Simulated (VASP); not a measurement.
The system is Fe3Co.

```
Fe Co
1.0
     4.02358    0.00000    0.00000
     0.00000    4.02358    0.00000
     0.00000    0.00000    2.82771
Fe Co
3 1
Direct
  0.50000 0.50000 0.00000
  0.50000 0.00000 0.50000
  0.00000 0.50000 0.50000
  0.00000 0.00000 0.00000
```

Base run:

```yaml
Program: VASP 6.6.1
Functional: PBEsol
Potentials_or_basis: VASP PAW PBE potentials, release 64 (Fe, Co)
Cutoff: 600 eV
k_mesh: 14 × 14 × 18
Occupations: gaussian, width 0.1 eV
Spin: collinear spin, ferromagnetic start
Starting_moments: "[2.6, 2.87, 2.87, 1.99] μB"
```

Its results: pressure -8.0 GPa; net moment 9.25 μB per cell; site moments Fe +2.35, +2.58 (each value once); Co +1.73 μB.

**Question.** The run is repeated on the same cell with these changes: k mesh from 14 × 14 × 18 to 10 × 10 × 14; occupations from gaussian, width 0.1 eV to fermi-dirac, width 0.3 eV. What comes out?

**Answer.** Pressure -9.4 GPa; net moment 8.37 μB per cell; site moments Fe +2.12, +2.35 (each value once); Co +1.53 μB.

Caveats: the cell stands under tension; the PAW data sets were made with another functional, which shifts forces and pressure a little; so wide a smearing shifts energies and pressures (at least some runs).
